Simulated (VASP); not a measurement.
A run of VASP 6.6.1 is set up as follows.

INCAR

```
ALGO     = Normal         # electronic algorithm
EDIFF    = 1E-7           # SCF threshold, eV
ENCUT    = 520            # plane-wave cutoff, eV
GGA      = PE             # functional
ISIF     = 2              # what is computed and relaxed
ISMEAR   = -1             # smearing method
LASPH    = T              # aspherical terms in the spheres
LCHARG   = F              # write CHGCAR
LREAL    = F              # projectors in reciprocal space
LWAVE    = F              # write WAVECAR
NBANDS   = 16             # bands
NELM     = 100            # most SCF steps
PREC     = Accurate       # precision mode
SIGMA    = 0.01           # smearing width, eV
```

File KPOINTS:

```
k-points
0
Gamma
  9 9 9
```

Contents of POSCAR:

```
ZnS
1.0
    0.0000000000      2.6649708323      2.7857895000
    2.6649708323      0.0000000000      2.7857895000
    2.6649708323      2.6649708323      0.0000000000
Zn S
1 1
Direct
    0.0000000000      0.0000000000      0.0000000000
    0.7500000000      0.7500000000      0.7500000000
```

Potentials or basis: VASP PAW PBE potentials, release 64 (Zn, S).

Command:

```bash
$ cat potpaw_PBE.64/Zn/POTCAR potpaw_PBE.64/S/POTCAR > POTCAR
$ mpirun -np 1 vasp_std > vasp.out
```

Task: Estimate the band gap on the k mesh.

Result: 2.04 eV, direct.

Task: What does it give for the pressure?

Result: 1.5 GPa.

Stress tensor (GPa, compression positive):
```
2.14 0.00 0.00
0.00 2.14 0.00
0.00 0.00 0.20
```
